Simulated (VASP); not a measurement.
# TaN (Cmcm) in VASP: notebook

Runs on TaN. Level: PBE. Tasks: single point.

Everything below comes from runs of VASP 6.6.1. Logs are shortened: lines on timing, memory, paths and dates and some standing lists are left out, and cuts for length are marked.

## 1. The cell of the first run

Symmetry: Cmcm, No. 63, orthorhombic system. The conventional cell has a = 4.416 Å, b = 4.416 Å, c = 4.416 Å, α = 90.00°, β = 90.00°, γ = 90.00°. Within 2.9 Å of Ta (site symmetry m2m) lie 6 N at 2.18 to 2.25 Å and 2 Ta at 2.84 Å. N (site symmetry m2m) has 6 Ta at 2.18 to 2.25 Å and 2 N at 2.81 Å within 2.9 Å.

## 2. Single point, PBE (atoms displaced along a vibrational mode)

Input file INCAR:

```
ALGO = Normal ; EDIFF = 1E-6
ENCUT = 520 ; GGA = PE
ISIF = 2 ; ISMEAR = 0
LASPH = T ; LCHARG = F
LREAL = F ; LWAVE = F
NBANDS = 24 ; NELM = 60
PREC = Accurate ; SIGMA = 0.15
```

Input file KPOINTS:

```
k-points
0
Gamma
  14 14 10
```

Input file POSCAR:

```
TaN
1.0
    0.0000000000     -2.2081122572     -2.2081122572
    0.0000000000      2.2081122572     -2.2081122572
    4.4162245144      0.0000000000      0.0000000000
Ta N
2 2
Direct
    0.5485495360      0.4514504640      0.0000000000
   -0.0485495360      0.0485495360      0.5000000000
    0.4458813746      0.5541186254      0.5000000000
    0.0541186254     -0.0541186254      0.0000000000
```

Potentials or basis: VASP PAW PBE potentials, release 64 (Ta_pv, N).

Started as:

```bash
$ cat potpaw_PBE.64/Ta_pv/POTCAR potpaw_PBE.64/N/POTCAR > POTCAR
$ mpirun -np 1 vasp_std > vasp.out
```

OUTCAR:

```text
EDIFF = 1E-6
   ENCUT = 520
   GGA = PE
   ISIF = 2
   ISMEAR = 0
   LASPH = T
   LREAL = F
   NELM = 60
   PREC = Accurate

 ion  position               nearest neighbor table
   1  0.549  0.451  0.000-   4 2.18   4 2.21   4 2.21   4 2.23   3 2.25   3 2.25   2 2.84   2 2.84
                             2 3.15   2 3.15   2 3.15   2 3.15   2 3.44   2 3.44
   2  0.951  0.049  0.500-   3 2.18   3 2.21   3 2.21   3 2.23   4 2.25   4 2.25   1 2.84   1 2.84
                             1 3.15   1 3.15   1 3.15   1 3.15   1 3.44   1 3.44
   3  0.446  0.554  0.500-   2 2.18   2 2.21   2 2.21   2 2.23   1 2.25   1 2.25
   4  0.054  0.946  0.000-   1 2.18   1 2.21   1 2.21   1 2.23   2 2.25   2 2.25

  LATTYP: Found a simple tetragonal cell.
 ALAT       =     3.1227423014
 C/A-ratio  =     1.4142135624

  Lattice vectors:

 A1 = (   0.0000000000,  -2.2081122572,  -2.2081122572)
 A2 = (   0.0000000000,   2.2081122572,  -2.2081122572)
 A3 = (   4.4162245144,   0.0000000000,   0.0000000000)

Analysis of symmetry for initial positions (statically):
=====================================================================
 Subroutine PRICEL returns:
 Original cell was already a primitive cell.

 Routine SETGRP: Setting up the symmetry group for a
 simple tetragonal supercell.

 Subroutine GETGRP returns: Found  8 space group operations
 (whereof  4 operations were pure point group operations)
 out of a pool of 16 trial point group operations.

The static configuration has the point symmetry C_2v.
 The point group associated with its full space group is D_2h.

Analysis of symmetry for dynamics (positions and initial velocities):
=====================================================================
 Subroutine PRICEL returns:
 Original cell was already a primitive cell.

 Routine SETGRP: Setting up the symmetry group for a
 simple tetragonal supercell.

 Subroutine GETGRP returns: Found  8 space group operations
 (whereof  4 operations were pure point group operations)
 out of a pool of 16 trial point group operations.

The dynamic configuration has the point symmetry C_2v.
 The point group associated with its full space group is D_2h.

 Subroutine INISYM returns: Found  8 space group operations
 (whereof  4 operations are pure point group operations),
 and found     1 'primitive' translations

----------------------------------------------------------------------------------------

                                     Primitive cell

  volume of cell :      43.0649

  direct lattice vectors                    reciprocal lattice vectors
     0.000000000 -2.208112257 -2.208112257     0.000000000 -0.226437763 -0.226437763
     0.000000000  2.208112257 -2.208112257     0.000000000  0.226437763 -0.226437763
     4.416224514  0.000000000  0.000000000     0.226437763  0.000000000  0.000000000

  length of vectors
     3.122742301  3.122742301  4.416224514     0.320231355  0.320231355  0.226437763

  position of ions in fractional coordinates (direct lattice)
     0.548549536  0.451450464  0.000000000
     0.951450464  0.048549536  0.500000000
     0.445881375  0.554118625  0.500000000
     0.054118625  0.945881375  0.000000000

  ion indices of the primitive-cell ions
   primitive index   ion index
                 1           1
                 2           2
                 3           3
                 4           4

----------------------------------------------------------------------------------------

 KPOINTS: k-points

Automatic generation of k-mesh.
 Grid dimensions read from file:
 generate k-points for:   14   14   10

 Generating k-lattice:

  Cartesian coordinates                     Fractional coordinates (reciprocal lattice)
     0.000000000 -0.016174126 -0.016174126     0.071428571  0.000000000  0.000000000
     0.000000000  0.016174126 -0.016174126     0.000000000  0.071428571  0.000000000
     0.022643776  0.000000000  0.000000000     0.000000000  0.000000000  0.100000000

  Length of vectors
     0.022873668  0.022873668  0.022643776

  Shift w.r.t. Gamma in fractional coordinates (k-lattice)
     0.000000000  0.000000000  0.000000000

 Subroutine IBZKPT returns following result:
 ===========================================

 Found    342 irreducible k-points:

 Following reciprocal coordinates:
            Coordinates               Weight
  0.000000  0.000000  0.000000      1.000000
  0.071429  0.000000  0.000000      4.000000
  0.142857  0.000000  0.000000      4.000000
  0.214286  0.000000  0.000000      4.000000
  0.285714  0.000000  0.000000      4.000000
  0.357143  0.000000  0.000000      4.000000
[... 16 lines left out ...]
 -0.142857  0.142857  0.000000      2.000000
  0.214286  0.142857  0.000000      4.000000
 [... further k-points ...]
   k-points           NKPTS =    342   k-points in BZ     NKDIM =    342   number of bands    NBANDS=     24
   number of dos      NEDOS =    301   number of ions     NIONS =      4
   total plane-waves  NPLWV =  20736
[... 71 lines left out ...]
  band No.  band energies     occupation
      1     -27.1150      2.00000
      2     -26.7171      2.00000
      3     -26.6573      2.00000
      4     -26.5223      2.00000
      5     -26.3401      2.00000
      6     -26.2509      2.00000
[... 16 lines left out ...]
     23      11.6964      0.00000
     24      13.1996      0.00000

 k-point     2 :       0.0714    0.0000    0.0000
  band No.  band energies     occupation
      1     -27.1055      2.00000
      2     -26.7277      2.00000
      3     -26.6626      2.00000
      4     -26.5349      2.00000
      5     -26.3521      2.00000
      6     -26.2572      2.00000
[... 16 lines left out ...]
     23      11.7152      0.00000
     24      13.3641      0.00000

 k-point     3 :       0.1429    0.0000    0.0000
  band No.  band energies     occupation
      1     -27.0778      2.00000
      2     -26.7729      2.00000
      3     -26.6609      2.00000
      4     -26.5803      2.00000
      5     -26.3755      2.00000
      6     -26.2757      2.00000
[... 16 lines left out ...]
     23      12.4129      0.00000
     24      13.7277      0.00000

 k-point     4 :       0.2143    0.0000    0.0000
  band No.  band energies     occupation
      1     -27.0352      2.00000
      2     -26.8465      2.00000
      3     -26.6770      2.00000
      4     -26.6332      2.00000
      5     -26.3923      2.00000
      6     -26.3051      2.00000
[... 16 lines left out ...]
     23      13.5352      0.00000
     24      13.7239      0.00000

 k-point     5 :       0.2857    0.0000    0.0000
  band No.  band energies     occupation
      1     -26.9829      2.00000
      2     -26.9268      2.00000
      3     -26.7783      2.00000
      4     -26.6156      2.00000
      5     -26.4013      2.00000
      6     -26.3427      2.00000
[... 16 lines left out ...]
     23      13.9087      0.00000
     24      14.3859      0.00000

 k-point     6 :       0.3571    0.0000    0.0000
  band No.  band energies     occupation
      1     -26.9950      2.00000
      2     -26.9292      2.00000
      3     -26.8793      2.00000
      4     -26.5931      2.00000
      5     -26.4072      2.00000
      6     -26.3832      2.00000
[... 16 lines left out ...]
     23      14.9724      0.00000
     24      15.2685      0.00000
[... 379 lines left out ...]
 k-point    21 :       0.5000    0.0714    0.0000
  band No.  band energies     occupation
      1     -27.0523      2.00000
      2     -26.9801      2.00000
      3     -26.8640      2.00000
      4     -26.5839      2.00000
      5     -26.4322      2.00000
      6     -26.4306      2.00000
[... 16 lines left out ...]
     23      15.8457      0.00000
     24      16.0575      0.00000

 k-point    22 :       0.1429    0.1429    0.0000
  band No.  band energies     occupation
      1     -27.0448      2.00000
      2     -26.7484      2.00000
      3     -26.7415      2.00000
      4     -26.6518      2.00000
      5     -26.3932      2.00000
      6     -26.2956      2.00000
[... 16 lines left out ...]
     23      13.6405      0.00000
     24      13.7654      0.00000

 k-point    23 :      -0.1429    0.1429    0.0000
  band No.  band energies     occupation
      1     -27.0409      2.00000
      2     -26.8099      2.00000
      3     -26.6911      2.00000
      4     -26.5614      2.00000
      5     -26.4740      2.00000
      6     -26.3002      2.00000
[... 16 lines left out ...]
     23      13.7802      0.00000
     24      13.8357      0.00000

 k-point    24 :       0.2143    0.1429    0.0000
  band No.  band energies     occupation
      1     -27.0054      2.00000
      2     -26.8281      2.00000
      3     -26.7313      2.00000
      4     -26.7108      2.00000
      5     -26.4170      2.00000
      6     -26.3213      2.00000
[... 16 lines left out ...]
     23      13.6186      0.00000
     24      14.5120      0.00000

 [... further k-points ...]

------------------------ aborting loop because EDIFF is reached ----------------------------------------

  FORCE on cell =-STRESS in cart. coord.  units (eV):
  Direction    XX          YY          ZZ          XY          YZ          ZX
  --------------------------------------------------------------------------------------
  -------------------------------------------------------------------------------------
  Total       -0.8465610      3.7842312     -1.3369014      0.0000000      0.0000000      0.0000000
  in kB      -31.4952744    140.7877307    -49.7377945      0.0000000      0.0000000      0.0000000
  external PRESSURE =      19.8515539 kB  Pullay stress =       0.0000000 kB

 VOLUME and BASIS-vectors are now :
 -----------------------------------------------------------------------------
  energy-cutoff  :      520.00
  volume of cell :       43.06
      direct lattice vectors                 reciprocal lattice vectors
     0.000000000 -2.208112257 -2.208112257     0.000000000 -0.226437763 -0.226437763
     0.000000000  2.208112257 -2.208112257     0.000000000  0.226437763 -0.226437763
     4.416224514  0.000000000  0.000000000     0.226437763  0.000000000  0.000000000

 POSITION                                       TOTAL-FORCE (eV/Angst)
 -----------------------------------------------------------------------------------
      0.00000     -0.21441     -2.20811         0.000000      0.981200      0.000000
      2.20811     -1.99371     -2.20811         0.000000     -0.981200      0.000000
      2.20811      0.23900     -2.20811         0.000000     -0.688964      0.000000
      0.00000      1.96911     -2.20811         0.000000      0.688964      0.000000
 -----------------------------------------------------------------------------------
    total drift:                                0.000000      0.000000      0.000000

  FREE ENERGIE OF THE ION-ELECTRON SYSTEM (eV)
  ---------------------------------------------------
  free  energy   TOTEN  =       -43.5792113366 eV

  energy  without entropy=      -43.5652416052  energy(sigma->0) =      -43.57222647
```

Wall time 2.9 min (1 thread of Intel Xeon Platinum 8259CL at 2.50GHz (Skylake/Cascade Lake), shared host); peak memory 0.4 GiB.

What came out:

* Free energy: -43.5792 eV
* Pressure: 2.0 GPa
* Largest force: 0.981 eV/Å
* Band gap on the k mesh: zero (bands 16 and 17 overlap by 2.71 eV)

Forces on the atoms (eV/Å):
```
Ta   0.000  0.981  0.000
Ta   0.000 -0.981  0.000
N    0.000 -0.689  0.000
N    0.000  0.689  0.000
```

Stress tensor (GPa, compression positive):
```
-3.15  0.00  0.00
 0.00 14.08  0.00
 0.00  0.00 -4.97
```

Levels at points of the mesh, in eV from the Fermi level:
```
           k point  band 12  band 13  band 14  band 15  band 16  band 17  band 18  band 19  band 20  band 21
(0.00, 0.00, 0.00)    -4.18    -3.37    -3.33    -3.12    -1.88    -1.35    -1.24     0.30     1.16     2.05
(0.50, 0.00, 0.00)    -6.85    -6.42    -4.75    -1.28     0.37     1.56     1.68     1.95     3.05     4.17
(0.50, 0.50, 0.00)    -4.95    -4.38    -4.27    -4.13    -2.64     2.86     3.06     3.63     3.89     4.07
(0.00, 0.00, 0.50)    -4.34    -4.03    -4.03    -3.79    -3.79     0.54     0.54     1.75     1.75     2.23
(0.50, 0.00, 0.50)    -6.94    -6.67    -6.67     1.27     1.27     2.07     2.07     2.38     2.38     4.42
(0.50, 0.50, 0.50)    -6.24    -5.80    -5.80    -0.59    -0.59     0.09     0.09     3.86     3.86     4.37
```

Caveat: the cell differs from its parent crystal (atoms displaced along a vibrational mode); spin-orbit coupling is left out, which moves the levels of the heavy elements.

## 3. Single point, PBE (atoms displaced along a vibrational mode)

Input file INCAR:

```
SYSTEM = TaN
PREC = Accurate
ENCUT = 520
EDIFF = 1E-7
ISMEAR = 0
SIGMA = 0.15
LREAL = .False.
LASPH = .True.
NELM = 60
ALGO = Normal
ISIF = 2
LWAVE = .False.
LCHARG = .True.
GGA = PE
LELF = .True.
LVHAR = .True.
NBANDS = 24
```

Input file KPOINTS:

```
Automatic mesh
0
Gamma
  14 14 10
  0 0 0
```

Input file POSCAR:

```
TaN
1.0
    0.0000000000     -2.2081122572     -2.2081122572
    0.0000000000      2.2081122572     -2.2081122572
    4.4162245144      0.0000000000      0.0000000000
Ta N
2 2
Direct
    0.5242747680      0.4757252320      0.0000000000
   -0.0242747680      0.0242747680      0.5000000000
    0.4729406873      0.5270593127      0.5000000000
    0.0270593127     -0.0270593127      0.0000000000
```

Potentials or basis: VASP PAW PBE potentials, release 64 (Ta_pv, N).

Started as:

```bash
$ cat potpaw_PBE.64/Ta_pv/POTCAR potpaw_PBE.64/N/POTCAR > POTCAR
$ mpirun -np 1 vasp_std > vasp.out
```

It took 3.4 min on 1 thread of Intel Xeon Platinum 8259CL at 2.50GHz (Skylake/Cascade Lake), shared host; peak memory 0.4 GiB.

The run converged. Its results:

| Item | Value |
| --- | --- |
| Free energy | -43.7137 eV |
| Pressure | 1.0 GPa |
| Largest force | 0.265 eV/Å |
| Band gap on the k mesh | zero (bands 16 and 17 overlap by 3.51 eV) |

Forces in eV/Å, atoms in the order of the input:
```
Ta   0.000 -0.265  0.000
Ta   0.000  0.265  0.000
N    0.000 -0.042  0.000
N    0.000  0.042  0.000
```

Stress tensor (GPa, compression positive):
```
-3.48  0.00  0.00
 0.00  7.91  0.00
 0.00  0.00 -1.39
```

Levels at points of the mesh, in eV from the Fermi level:
```
           k point  band 12  band 13  band 14  band 15  band 16  band 17  band 18  band 19  band 20  band 21
(0.00, 0.00, 0.00)    -4.45    -3.63    -3.63    -3.57    -1.97    -1.81    -1.80     0.18     0.55     1.54
(0.50, 0.00, 0.00)    -7.04    -6.80    -5.71    -0.66     0.38     1.02     1.54     2.02     2.49     2.73
(0.50, 0.50, 0.00)    -5.22    -4.50    -4.48    -4.44    -3.79     2.34     2.48     3.56     3.63     3.68
(0.00, 0.00, 0.50)    -4.67    -4.57    -4.57    -3.93    -3.93     0.84     0.84     1.61     1.61     1.82
(0.50, 0.00, 0.50)    -7.29    -7.20    -7.20     1.70     1.70     2.03     2.03     2.05     2.05     4.08
(0.50, 0.50, 0.50)    -6.56    -6.43    -6.43    -0.26    -0.26    -0.06    -0.06     3.63     3.63     4.14
```

Caveat: the cell differs from its parent crystal (atoms displaced along a vibrational mode); spin-orbit coupling is left out, which moves the levels of the heavy elements.

## 4. Single point, PBE (atoms displaced along a vibrational mode)

Input file INCAR:

```
ALGO = Normal
EDIFF = 1E-6
ENCUT = 520
GGA = PE
ISIF = 2
ISMEAR = 0
LASPH = True
LCHARG = False
LREAL = False
LWAVE = False
NBANDS = 24
NELM = 80
PREC = Accurate
SIGMA = 0.15
```

Input file KPOINTS:

```
k-points
0
Gamma
  14 14 10
```

Input file POSCAR:

```
TaN
1.0
    0.0000000000     -2.2081122572     -2.2081122572
    0.0000000000      2.2081122572     -2.2081122572
    4.4162245144      0.0000000000      0.0000000000
Ta N
2 2
Direct
    0.5364019952      0.4635980048      0.0000000000
   -0.0364019952      0.0364019952      0.5000000000
    0.4594223529      0.5405776471      0.5000000000
    0.0405776471     -0.0405776471      0.0000000000
```

Started as:

```bash
$ cat potpaw_PBE.64/Ta_pv/POTCAR potpaw_PBE.64/N/POTCAR > POTCAR
$ mpirun -np 1 vasp_std > vasp.out
```

Run time: 83 s. Hardware: 1 thread of Intel Xeon 6975P-C (Granite Rapids), shared host; peak memory 0.39 GiB.

The run converged. Its results:

```
Free energy            : -43.6996 eV
Pressure               : 1.2 GPa
Largest force          : 0.313 eV/Å
Band gap on the k mesh : zero (bands 16 and 17 overlap by 3.08 eV)
```

Forces in eV/Å, atoms in the order of the input:
```
Ta   0.000  0.213  0.000
Ta   0.000 -0.213  0.000
N    0.000 -0.313  0.000
N    0.000  0.313  0.000
```

Stress tensor (GPa, compression positive):
```
-4.17  0.00  0.00
 0.00 11.13  0.00
 0.00  0.00 -3.22
```

Levels at points of the mesh, in eV from the Fermi level:
| k point | band 14 | band 15 | band 16 | band 17 | band 18 | band 19 |
| --- | --- | --- | --- | --- | --- | --- |
| (0.00, 0.00, 0.00) | -3.50 | -3.36 | -1.92 | -1.59 | -1.56 | 0.25 |
| (0.50, 0.00, 0.00) | -5.24 | -1.04 | 0.37 | 1.33 | 1.53 | 2.05 |
| (0.50, 0.50, 0.00) | -4.39 | -4.30 | -3.22 | 2.59 | 2.81 | 3.60 |
| (0.00, 0.00, 0.50) | -4.32 | -3.86 | -3.86 | 0.68 | 0.68 | 1.66 |
| (0.50, 0.00, 0.50) | -6.96 | 1.49 | 1.49 | 2.06 | 2.06 | 2.20 |
| (0.50, 0.50, 0.50) | -6.15 | -0.41 | -0.41 | 0.01 | 0.01 | 3.74 |

Caveat: the cell differs from its parent crystal (atoms displaced along a vibrational mode); spin-orbit coupling is left out, which moves the levels of the heavy elements.

## 5. Overview

| cell | gap on the mesh (eV) | pressure (GPa) | largest force (eV/Å) |
| --- | --- | --- | --- |
| as given, atomic positions A | none | 2.0 | 0.98 |
| as given, atomic positions B | none | 1.0 | 0.27 |
| as given, atomic positions C | none | 1.2 | 0.31 |

Alike in all rows: task single point; level PBE; potentials or basis VASP PAW PBE potentials, release 64 (Ta_pv, N); no spin polarisation; k mesh 14 × 14 × 10; cutoff (eV) 520; smearing gaussian 0.15 eV.

Caveats: spin-orbit coupling is left out, which moves the levels of the heavy elements.

Total energies depend on the potentials used, so only differences within one code and one set of settings carry meaning.
